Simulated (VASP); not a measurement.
FeO: single point with PBEsol-based global hybrid with 25 % exact exchange

FeO:

```xyz
2
Lattice="2.5888 0.0000 0.0000 0.0000 2.5888 0.0000 0.0000 0.0000 2.5888" Properties=species:S:1:pos:R:3 pbc="T T T"
Fe    0.0000    0.0000    0.0000
O     1.2944    1.2944    1.2944
```

```yaml
Program: VASP 6.6.1
Task: single point
Functional: PBEsol-based global hybrid with 25 % exact exchange
Potentials_or_basis: VASP PAW PBE potentials, release 64 (Fe, O)
Cutoff: 520 eV
k_mesh: 5 × 5 × 5
Occupations: fermi-dirac, width 0.05 eV
Spin: collinear spin, ferromagnetic start
Starting_moments: "[3.0, 0.0] μB"
```

| Quantity | Value |
| --- | --- |
| Pressure | 0.6 GPa |
| Band gap on the k mesh | zero (filled and empty bands overlap) |
| Net moment | 4.00 μB per cell |
| Site moments | Fe +3.60; O +0.33 μB |
| Valence electrons inside the program's atomic spheres | Fe 6.82; O 5.03 |

Levels at points of the mesh, in eV from the Fermi level:
Spin up:
```tsv
k point	band 6	band 7	band 8	band 9	band 10	band 11	band 12	band 13
(0.00, 0.00, 0.00)	-5.64	-4.38	-4.38	-4.38	2.01	16.61	16.64	22.45
```
Spin down:
```
           k point  band 2  band 3  band 4  band 5  band 6  band 7  band 8  band 9
(0.00, 0.00, 0.00)   -3.31   -3.31   -3.29   -3.09   -2.89    3.01    4.12    4.12
```

Run time: 17 min on 1 thread of Intel(R) Xeon(R) Platinum 8259CL CPU @ 2.50GHz (Skylake/Cascade Lake), on a shared host, peak memory 0.14 GiB.

Caveat: the k points lie up to 0.49 Å⁻¹ apart, too coarse for converged energies and pressures of a metal; the PAW data sets were made with another functional, which shifts forces and pressure a little; a cell with one magnetic atom can't hold antiferromagnetic order, which such compounds often take.
